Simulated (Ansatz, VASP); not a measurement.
## Cr3GeSe in VASP and in Ansatz

```
Cr Ge Se
1.0
     5.89831    0.00000    0.00000
     0.00000    5.89831    0.00000
     0.00000    0.00000    4.40261
Cr Ge Se
6 2 2
Direct
  0.20410 0.70410 0.06550
  0.70410 0.79590 0.93450
  0.79590 0.29590 0.06550
  0.29590 0.20410 0.93450
  0.00000 0.00000 0.50000
  0.50000 0.50000 0.50000
  0.00000 0.50000 0.54800
  0.50000 0.00000 0.45200
  0.00000 0.00000 0.00000
  0.50000 0.50000 0.00000
```

Alike in both runs: task single point; functional PBEsol; k mesh 3 × 3 × 4; no spin polarisation; Hubbard terms Cr d U = 1.0 eV.

|  | VASP | Ansatz |
| --- | --- | --- |
| version | VASP 6.6.1 | Ansatz 0.2.0 |
| potentials or method | VASP PAW PBE potentials, release 64 (Cr_pv, Ge_d, Se), cutoff 520 eV | PAW plane waves |
| occupations | methfessel-paxton of order 1, width 0.0201 eV | cold, width 0.0201 eV |
| valence electrons in the cell | 112 | 144 |

```tsv
	VASP	Ansatz	Ansatz less VASP
gap on the k mesh at the Fermi level (eV)	none	none	-
pressure (GPa)	1.2	0.6	-0.63
rms of the force components (eV/Å)	0.724	0.727	+0.0031
```

VASP's potentials were made for PBE, not for PBEsol. The programs project onto different local orbitals, so the same U acts differently, and such runs can settle in different states. A gap of «none» marks a metal or a gap that the smearing closes. VASP's potentials hold 112 valence electrons a cell and Ansatz's 144, so a difference there can come from the potentials and not from the codes. Ansatz's warnings: filled band counts differ across k points.
